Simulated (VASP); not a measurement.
# Si30C (a cell with a defect) in VASP: notebook

Si30C (a cell with a defect) is run at these levels: PBE; tasks: single point.

Everything below comes from runs of VASP 6.6.1. Logs are shortened: lines on timing, memory, paths and dates and some standing lists are left out, and cuts for length are marked.

## (1) The cell of the first run

The cell holds a defect, 31 atoms: a = 9.220 Å, b = 9.220 Å, c = 9.992 Å, α = 116.09°, β = 116.09°, γ = 92.69°.

## (2) Single point, PBE

INCAR

```
ALGO     = Normal         # electronic algorithm
EDIFF    = 1E-7           # SCF threshold, eV
ENCUT    = 520            # plane-wave cutoff, eV
GGA      = PE             # functional
ISIF     = 2              # what is computed and relaxed
ISMEAR   = 0              # smearing method
LASPH    = True           # aspherical terms in the spheres
LCHARG   = False          # write CHGCAR
LREAL    = Auto         
LWAVE    = False          # write WAVECAR
NBANDS   = 83             # bands
NELM     = 100            # most SCF steps
PREC     = Accurate       # precision mode
SIGMA    = 0.02           # smearing width, eV
```

KPOINTS

```
Automatic mesh
0
Gamma
  2 2 2
  0.5 0.5 0.5
```

POSCAR

```
Si30C
1.0
   -5.7769209609      3.3353068718      6.3650226989
    5.7769209609     -3.3353068718      6.3650226989
    3.8512806405      6.6706137437     -6.3650226989
C Si
1 30
Direct
    0.2458720611      0.0790409776      0.2585817748
    0.7388983619      0.5760424271      0.2464585036
    0.1148680538      0.4348936471      0.4907927046
    0.6087240072      0.9503597877      0.4947606462
    0.4900388245      0.3249784224      0.7483780502
    0.9940665399      0.8110602816      0.7581726605
    0.8759789442      0.1975886442      0.0063192342
    0.3399530502      0.7084593415      1.0023261461
    0.3220463355      0.4780651749      0.2505759997
    0.8317235416      0.9933214223      0.2489303962
    0.2001942030      0.8710325726      0.4963989748
    0.6842000208      0.3557486002      0.4908525430
    0.5700875956      0.7409141484      0.7520741221
    0.0757922725      0.2402645332      0.7531003374
    0.9666510992      0.6324147286      0.9970836855
    0.4435639359      0.1144148050      0.0065423728
    0.3945103684      0.2263605429      0.2491083722
    0.9301744354      0.7607933465      0.2440378281
    0.2999267101      0.6363976666      0.4989903510
    0.8056294237      0.1356513807      0.4994941631
    0.6845470981      0.5151677785      0.7541535434
    0.1748608285      0.0050536202      0.7501309540
    0.0531163872      0.3940324948      0.0015905338
    0.5476615751      0.8841017798      1.0047155455
    0.5014490821      0.6736406803      0.2458900910
    0.0501550984      0.1544701750      0.2448673922
    0.3627302379      0.0563973327      0.4594809224
    0.8820510171      0.5428770847      0.4953160203
    0.7613177688      0.9262020612      0.7507932412
    0.2606410206      0.4358954182      0.7563341831
    0.6359357979      0.2972803502      0.0020818411
```

Potentials or basis: VASP PAW PBE potentials, release 64 (C, Si).

Launch:

```
cat potpaw_PBE.64/C/POTCAR potpaw_PBE.64/Si/POTCAR > POTCAR
mpirun -np 1 vasp_std > vasp.out
```

OUTCAR:

```text
EDIFF = 1E-7
   ENCUT = 520
   GGA = PE
   ISIF = 2
   ISMEAR = 0
   LASPH = True
   LREAL = Auto
   NELM = 100
   PREC = Accurate

 ion  position               nearest neighbor table
   1  0.246  0.079  0.259-  27 1.93  26 1.93  17 1.95
   2  0.739  0.576  0.246-  31 2.38  25 2.40  18 2.41  28 2.42
   3  0.115  0.435  0.491-  30 2.38  19 2.41  28 2.42  26 2.46
   4  0.609  0.950  0.495-  25 2.39  20 2.40  29 2.44  27 2.46
   5  0.490  0.325  0.748-  30 2.41  21 2.41  31 2.43  27 2.51
   6  0.994  0.811  0.758-  28 2.40  29 2.43  22 2.44
   7  0.876  0.198  0.006-  29 2.38  23 2.41  31 2.43  26 2.44
   8  0.340  0.708  0.002-  30 2.39  25 2.41  24 2.43
   9  0.322  0.478  0.251-  19 2.37  23 2.37  25 2.42  17 2.44
  10  0.832  0.993  0.249-  18 2.36  20 2.39  24 2.41  26 2.47
  11  0.200  0.871  0.496-  18 2.36  19 2.40  22 2.41  27 2.47
  12  0.684  0.356  0.491-  20 2.38  21 2.38  28 2.42  17 2.43
  13  0.570  0.741  0.752-  19 2.37  21 2.38  24 2.39  29 2.41
  14  0.076  0.240  0.753-  23 2.37  20 2.37  22 2.39  30 2.40
  15  0.967  0.632  0.997-  23 2.38  21 2.39  18 2.41
  16  0.444  0.114  0.007-  24 2.37  22 2.37  31 2.42  17 2.44
  17  0.395  0.226  0.249-   1 1.95  12 2.43  16 2.44   9 2.44
  18  0.930  0.761  0.244-  10 2.36  11 2.36  15 2.41   2 2.41
  19  0.300  0.636  0.499-  13 2.37   9 2.37  11 2.40   3 2.41
  20  0.806  0.136  0.499-  14 2.37  12 2.38  10 2.39   4 2.40
  21  0.685  0.515  0.754-  13 2.38  12 2.38  15 2.39   5 2.41
[... 8 lines left out ...]
  30  0.261  0.436  0.756-   3 2.38   8 2.39  14 2.40   5 2.41
  31  0.636  0.297  0.002-   2 2.38  16 2.42   7 2.43   5 2.43

  LATTYP: Found a face centered orthorhombic cell.
 ALAT       =    12.7300453978
 B/A-ratio  =     1.0480109906
 C/A-ratio  =     1.2101388550

  Lattice vectors:

 A1 = (   9.6282016014,   3.3353068719,   0.0000000000)
 A2 = (   3.8512806405,   6.6706137437,   6.3650226989)
 A3 = (   5.7769209609,  -3.3353068718,   6.3650226989)

Analysis of symmetry for initial positions (statically):
=====================================================================
 Subroutine PRICEL returns:
 Original cell was already a primitive cell.

 Routine SETGRP: Setting up the symmetry group for a
 face centered orthorhombic supercell.

 Subroutine GETGRP returns: Found  1 space group operations
 (whereof  1 operations were pure point group operations)
 out of a pool of  8 trial point group operations.

The static configuration has the point symmetry C_1 .

Analysis of symmetry for dynamics (positions and initial velocities):
=====================================================================
 Subroutine PRICEL returns:
 Original cell was already a primitive cell.

 Routine SETGRP: Setting up the symmetry group for a
 face centered orthorhombic supercell.

 Subroutine GETGRP returns: Found  1 space group operations
 (whereof  1 operations were pure point group operations)
 out of a pool of  8 trial point group operations.

The dynamic configuration has the point symmetry C_1 .

 Subroutine INISYM returns: Found  1 space group operations
 (whereof  1 operations are pure point group operations),
 and found     1 'primitive' translations

----------------------------------------------------------------------------------------

                                     Primitive cell

  volume of cell :     654.0801

  direct lattice vectors                    reciprocal lattice vectors
    -5.776920961  3.335306872  6.365022699    -0.032456736  0.093694527  0.078554315
     5.776920961 -3.335306872  6.365022699     0.097370209  0.018738905  0.078554315
     3.851280641  6.670613744 -6.365022699     0.064913473  0.112433432  0.000000000

  length of vectors
     9.220119396  9.220119396  9.992145127     0.126502508  0.126502508  0.129826945

  position of ions in fractional coordinates (direct lattice)
     0.245872061  0.079040978  0.258581775
     0.738898362  0.576042427  0.246458504
     0.114868054  0.434893647  0.490792705
     0.608724007  0.950359788  0.494760646
[... 50 lines left out ...]
 Gauss-broadening in eV      SIGMA  =   0.02
  energy-cutoff  :      520.00
  volume of cell :      654.08
 maximum number of plane-waves:     17670
 NGX is ok and might be reduce to    70
   NGX = 35   NGY = 35   NGZ = 37

 number of electron     124.0000000 magnetization

 Free energy of the ion-electron system (eV)
  ---------------------------------------------------
  ext. energy  EPLUGINS =         0.00000000
  ---------------------------------------------------
  free energy    TOTEN  =      -166.29584268 eV

  energy without entropy =     -166.29583901  energy(sigma->0) =     -166.29584084

 E-fermi :   5.2240     XC(G=0):  -9.1839

 val. band max:        5.1697531622   @ k =  -0.2500  -0.2500   0.2500
 cond. band min:       5.2795699606   @ k =   0.2500   0.2500   0.2500
 fundamental gap:      0.1098167984
 Fermi energy:         5.2239976425

 k-point     1 :       0.2500    0.2500    0.2500
  band No.  band energies     occupation
      1      -6.9596      2.00000
      2      -5.7204      2.00000
      3      -5.6753      2.00000
      4      -5.5754      2.00000
      5      -5.0243      2.00000
      6      -4.3593      2.00000
[... 66 lines left out ...]
     73       7.3355      0.00000
     74       7.4973      0.00000

 k-point     2 :      -0.2500    0.2500    0.2500
  band No.  band energies     occupation
      1      -6.9820      2.00000
      2      -5.9275      2.00000
      3      -5.4512      2.00000
      4      -5.2488      2.00000
      5      -4.9850      2.00000
      6      -4.6585      2.00000
[... 66 lines left out ...]
     73       7.3057      0.00000
     74       7.3889      0.00000

 k-point     3 :      -0.2500    0.2500   -0.2500
  band No.  band energies     occupation
      1      -6.9745      2.00000
      2      -5.9739      2.00000
      3      -5.4531      2.00000
      4      -5.2283      2.00000
      5      -4.9056      2.00000
      6      -4.7126      2.00000
[... 66 lines left out ...]
     73       7.3240      0.00000
     74       7.4436      0.00000

 k-point     4 :      -0.2500   -0.2500    0.2500
  band No.  band energies     occupation
      1      -6.9932      2.00000
      2      -6.0220      2.00000
      3      -5.1322      2.00000
      4      -5.1171      2.00000
      5      -4.9632      2.00000
      6      -4.9122      2.00000
[... 66 lines left out ...]
     73       7.5867      0.00000
     74       7.6369      0.00000
 [bands above 74 left out]

------------------------ aborting loop because EDIFF is reached ----------------------------------------

  FORCE on cell =-STRESS in cart. coord.  units (eV):
  Direction    XX          YY          ZZ          XY          YZ          ZX
  --------------------------------------------------------------------------------------
  -------------------------------------------------------------------------------------
  Total      -15.7863326    -17.8216424    -20.9588567      4.7787089      1.7633090      3.0755904
  in kB      -38.6688204    -43.6543372    -51.3389831     11.7055075      4.3192475      7.5336973
  external PRESSURE =     -44.5540469 kB  Pullay stress =       0.0000000 kB

 VOLUME and BASIS-vectors are now :
 -----------------------------------------------------------------------------
  energy-cutoff  :      520.00
  volume of cell :      654.08
      direct lattice vectors                 reciprocal lattice vectors
    -5.776920961  3.335306872  6.365022699    -0.032456736  0.093694527  0.078554315
     5.776920961 -3.335306872  6.365022699     0.097370209  0.018738905  0.078554315
     3.851280641  6.670613744 -6.365022699     0.064913473  0.112433432  0.000000000

 POSITION                                       TOTAL-FORCE (eV/Angst)
 -----------------------------------------------------------------------------------
      0.03210      2.28133      0.42220         1.085629      0.638511      0.429033
      0.00838      2.18720      6.80091        -0.046870     -0.042537      0.012974
      3.73894      2.20651      0.37534         0.056454     -0.022499      0.007639
      3.87906      2.16090      6.77444        -0.016712     -0.074385     -0.001190
      1.92867      5.54267      0.42416        -0.072538      0.032881     -0.032278
      1.86272      5.66786      6.66389        -0.110540     -0.273588      0.007410
[... 23 lines left out ...]
      3.92529      4.46069     -0.38061        -0.143138     -0.023596     -0.044048
     -1.94837      1.14341      5.92669        -0.034066      0.013178     -0.049427
 -----------------------------------------------------------------------------------
    total drift:                               -0.007936     -0.008769     -0.006534

  FREE ENERGIE OF THE ION-ELECTRON SYSTEM (eV)
  ---------------------------------------------------
  free  energy   TOTEN  =      -166.2958426774 eV

  energy  without entropy=     -166.2958390107  energy(sigma->0) =     -166.29584084
```

Wall time 11 min (1 thread of Intel Xeon Platinum 8259CL at 2.50GHz (Skylake/Cascade Lake), shared host); peak memory 0.78 GiB.

What came out:

| Item | Value |
| --- | --- |
| Free energy | -166.2958 eV |
| Pressure | -4.5 GPa |
| Largest force | 1.331 eV/Å |
| Band gap on the k mesh | 0.11 eV |

Forces on the atoms (eV/Å):
```
C    1.086  0.639  0.429
Si  -0.047 -0.043  0.013
Si   0.056 -0.022  0.008
Si  -0.017 -0.074 -0.001
Si  -0.073  0.033 -0.032
Si  -0.111 -0.274  0.007
Si  -0.058  0.023 -0.027
Si  -0.322  0.023  0.002
Si   0.000 -0.011 -0.003
Si  -0.037  0.015  0.009
Si  -0.013 -0.050  0.043
Si  -0.037 -0.001 -0.008
Si  -0.017 -0.015 -0.002
Si  -0.049 -0.008 -0.034
Si  -0.123 -0.065 -0.160
Si   0.001  0.005 -0.089
Si   0.110  0.067  0.010
Si  -0.063 -0.044  0.018
Si   0.006 -0.021  0.015
Si  -0.037 -0.012 -0.014
Si  -0.030 -0.070 -0.041
Si  -0.059 -0.040 -0.031
Si  -0.064  0.004 -0.047
Si  -0.037  0.001  0.004
Si  -0.054 -0.007 -0.022
Si   0.173  0.066  0.034
Si   0.074  0.010  0.055
Si  -0.052 -0.076 -0.034
Si  -0.028 -0.041 -0.008
Si  -0.143 -0.024 -0.044
Si  -0.034  0.013 -0.049
```

Stress tensor (GPa, compression positive):
```
-3.87  1.17  0.75
 1.17 -4.37  0.43
 0.75  0.43 -5.13
```

Levels at points of the mesh, in eV from the valence-band top:
| k point | band 59 | band 60 | band 61 | band 62 | band 63 | band 64 | band 65 | band 66 |
| --- | --- | --- | --- | --- | --- | --- | --- | --- |
| (0.25, 0.25, 0.25) | -1.00 | -0.91 | -0.80 | -0.31 | 0.11 | 0.23 | 0.95 | 1.09 |

## (3) Single point, PBE

INCAR

```
SYSTEM = Si30C
PREC = Accurate ; ENCUT = 520
EDIFF = 1E-7 ; ISMEAR = 0
SIGMA = 0.02 ; LREAL = Auto
LASPH = .TRUE. ; NELM = 80
ALGO = Normal ; ISIF = 2
LWAVE = .FALSE. ; LCHARG = .TRUE.
GGA = PE ; LELF = .TRUE.
LVHAR = .TRUE. ; NBANDS = 83
```

KPOINTS is that of step 2.

POSCAR

```
Si30C
1.0
   -5.7769209609      3.3353068718      6.3650226989
    5.7769209609     -3.3353068718      6.3650226989
    3.8512806405      6.6706137437     -6.3650226989
C Si
1 30
Direct
    0.2622551348      0.1310222807      0.3061410286
    0.7404301263      0.5745998421      0.2442993363
    0.1141796074      0.4464405876      0.4969942230
    0.6044719222      0.9518127777      0.4913751621
    0.4964061267      0.3241923642      0.7563846653
    0.9782209320      0.8109287467      0.7386104778
    0.8760290653      0.1962242668      0.0081830547
    0.3619774393      0.6925337811      0.9983385380
    0.3203665128      0.4815075311      0.2496747652
    0.8352755085      0.9927796954      0.2490622444
    0.1997271747      0.8733657560      0.4946212391
    0.6876228287      0.3554600429      0.4932576539
    0.5697712640      0.7391284128      0.7485166412
    0.0730505671      0.2349807855      0.7503689010
    0.9634943486      0.6256660059      0.9905096157
    0.4384734265      0.1107568494      0.0104370103
    0.3991246223      0.2411821135      0.2626592253
    0.9311022905      0.7575557481      0.2390242428
    0.2996948561      0.6403454315      0.4984731813
    0.8045324298      0.1316109481      0.4960324587
    0.6822290305      0.5123053085      0.7527292136
    0.1737393834      0.0019062931      0.7471494906
    0.0505626080      0.3892661719     -0.0015304037
    0.5526941379      0.8833990192      1.0034451063
    0.5051932959      0.6724854464      0.2485973407
    0.0508065748      0.1720549492      0.2596906197
    0.3674450827      0.0679033943      0.4723434671
    0.8769378529      0.5416702825      0.4921968119
    0.7552986065      0.9282576953      0.7473223551
    0.2589328258      0.4241029782      0.7489590803
    0.6347532213      0.2926866310      0.0061332537
```

Potentials or basis: VASP PAW PBE potentials, release 64 (C, Si).

Launch:

```
cat potpaw_PBE.64/C/POTCAR potpaw_PBE.64/Si/POTCAR > POTCAR
mpirun -np 1 vasp_std > vasp.out
```

It took 6 min on 1 thread of Intel Xeon 6975P-C (Granite Rapids), shared host; peak memory 0.77 GiB.

Results (log left out):

| Quantity | Value |
| --- | --- |
| Free energy | -166.7293 eV |
| Pressure | -3.3 GPa |
| Largest force | 0.018 eV/Å |
| Band gap on the k mesh | 0.10 eV |

Forces on the atoms (eV/Å):
```
C   -0.006 -0.002  0.003
Si  -0.003  0.002  0.004
Si   0.002  0.007  0.000
Si   0.003  0.005 -0.002
Si  -0.001 -0.003  0.008
Si   0.003 -0.014  0.004
Si   0.000 -0.004  0.000
Si  -0.015  0.011  0.002
Si   0.003 -0.009 -0.004
Si   0.001  0.000  0.003
Si  -0.005 -0.003  0.001
Si   0.001  0.002 -0.001
Si   0.001  0.001 -0.003
Si  -0.001  0.004 -0.004
Si   0.000  0.000 -0.008
Si  -0.006  0.000 -0.003
Si   0.002  0.001  0.013
Si   0.011  0.005 -0.002
Si   0.002  0.002  0.001
Si   0.001 -0.005 -0.001
Si  -0.001  0.000  0.000
Si   0.000  0.000 -0.005
Si  -0.003 -0.001  0.002
Si   0.000  0.003 -0.003
Si   0.005 -0.008  0.002
Si   0.001 -0.008 -0.008
Si  -0.007  0.013 -0.006
Si   0.002  0.004  0.003
Si  -0.008  0.004 -0.001
Si   0.008 -0.005  0.002
Si   0.009  0.000  0.004
```

Stress tensor (GPa, compression positive):
```
-2.36  1.24  0.80
 1.24 -3.15  0.61
 0.80  0.61 -4.36
```

Levels at points of the mesh, in eV from the valence-band top:
| k point | band 59 | band 60 | band 61 | band 62 | band 63 | band 64 | band 65 | band 66 |
| --- | --- | --- | --- | --- | --- | --- | --- | --- |
| (0.25, 0.25, 0.25) | -1.09 | -1.02 | -0.93 | -0.25 | 0.16 | 0.29 | 0.99 | 1.09 |

## (4) Single point, PBE

INCAR

```
SYSTEM = Si30C
ALGO     = Normal         ! electronic algorithm
EDIFF    = 1E-6           ! SCF threshold, eV
ENCUT    = 520            ! plane-wave cutoff, eV
GGA      = PE             ! functional
ISIF     = 2              ! what is computed and relaxed
ISMEAR   = 0              ! smearing method
LASPH    = .TRUE.         ! aspherical terms in the spheres
LCHARG   = .TRUE.         ! write CHGCAR
LELF     = .TRUE.         ! ELF
LREAL    = Auto         
LVHAR    = .TRUE.       
LWAVE    = .FALSE.        ! write WAVECAR
NBANDS   = 83             ! bands
NELM     = 60             ! most SCF steps
PREC     = Accurate       ! precision mode
SIGMA    = 0.02           ! smearing width, eV
```

KPOINTS is that of step 3.

POSCAR

```
Si30C
1.0
   -5.7769209609      3.3353068718      6.3650226989
    5.7769209609     -3.3353068718      6.3650226989
    3.8512806405      6.6706137437     -6.3650226989
C Si
1 30
Direct
    0.1127447829     -0.2560223872     -0.0561410959
    0.7402467374      0.5823133250      0.2438667112
    0.1160672093      0.4508970069      0.5010409312
    0.6197013046      0.9467423695      0.5026776677
    0.4980621315      0.3333296751      0.7578031436
    1.0075548747      0.8070965636      0.7776565559
    0.8698067686      0.2025145407      0.0014027064
    0.3241933545      0.7029450219      0.9903093726
    0.3244374382      0.4857338981      0.2515304523
    0.8223058018      0.9916009655      0.2465549090
    0.2012606404      0.8730937355      0.5028505247
    0.6927710560      0.3626947417      0.4972708857
    0.5704675708      0.7433890437      0.7539675432
    0.0753051443      0.2346545597      0.7515268678
    0.9758753640      0.6338178964      0.9873408567
    0.4438977229      0.1174441920      0.0109756042
    0.4115059651      0.2493341736      0.2594903605
    0.9365265608      0.7642431745      0.2395630671
    0.3019494437      0.6400192438      0.4996311091
    0.8052287339      0.1358715757      0.5014834118
    0.6873771892      0.5195399679      0.7567424118
    0.1752727484      0.0016341819      0.7553787137
    0.0546335134      0.3934924815      0.0003252933
    0.5397244466      0.8822202495      1.0009377298
    0.4989709411      0.6787758075      0.2418169764
    0.0130226201      0.1824661806      0.2516615183
    0.3967788910      0.0640713087      0.5113892577
    0.8785938891      0.5508076372      0.4936153046
    0.7705280427      0.9231872275      0.7586248187
    0.2608203956      0.4285593741      0.7530057835
    0.6345699142      0.3004001311      0.0057006071
```

Launch:

```
cat potpaw_PBE.64/C/POTCAR potpaw_PBE.64/Si/POTCAR > POTCAR
mpirun -np 1 vasp_std > vasp.out
```

Run time: 5.3 min. Hardware: 1 thread of Intel Xeon 6975P-C (Granite Rapids), shared host; peak memory 0.77 GiB.

The run converged. Its results:

```
Free energy            : -166.7293 eV
Pressure               : -3.3 GPa
Largest force          : 0.020 eV/Å
Band gap on the k mesh : 0.10 eV
```

Forces in eV/Å, atoms in the order of the input:
```
C   -0.001  0.008 -0.009
Si  -0.008 -0.003 -0.002
Si  -0.007  0.004 -0.002
Si   0.008 -0.006  0.001
Si   0.000 -0.005 -0.004
Si   0.006 -0.012  0.005
Si  -0.002  0.008 -0.004
Si  -0.002  0.009  0.007
Si   0.002  0.000 -0.001
Si   0.000  0.000  0.008
Si   0.003  0.000  0.004
Si  -0.001  0.001  0.004
Si  -0.002  0.003 -0.002
Si  -0.003 -0.004  0.000
Si  -0.001 -0.001 -0.016
Si  -0.010 -0.004  0.002
Si   0.000  0.000  0.008
Si   0.005  0.001  0.003
Si  -0.001 -0.004  0.003
Si   0.000 -0.001  0.002
Si   0.000 -0.004  0.002
Si   0.004  0.004 -0.002
Si  -0.002  0.008  0.006
Si   0.001 -0.001  0.000
Si   0.000  0.005  0.000
Si   0.016 -0.012 -0.002
Si  -0.001  0.013 -0.002
Si   0.001  0.003 -0.006
Si  -0.002 -0.006  0.002
Si  -0.004 -0.004  0.000
Si   0.002 -0.001 -0.005
```

Stress tensor (GPa, compression positive):
```
-2.36  1.24  0.80
 1.24 -3.15  0.61
 0.80  0.61 -4.36
```

Levels at points of the mesh, in eV from the valence-band top:
```
           k point  band 60  band 61  band 62  band 63  band 64  band 65
(0.25, 0.25, 0.25)    -1.02    -0.93    -0.25     0.16     0.29     0.99
```
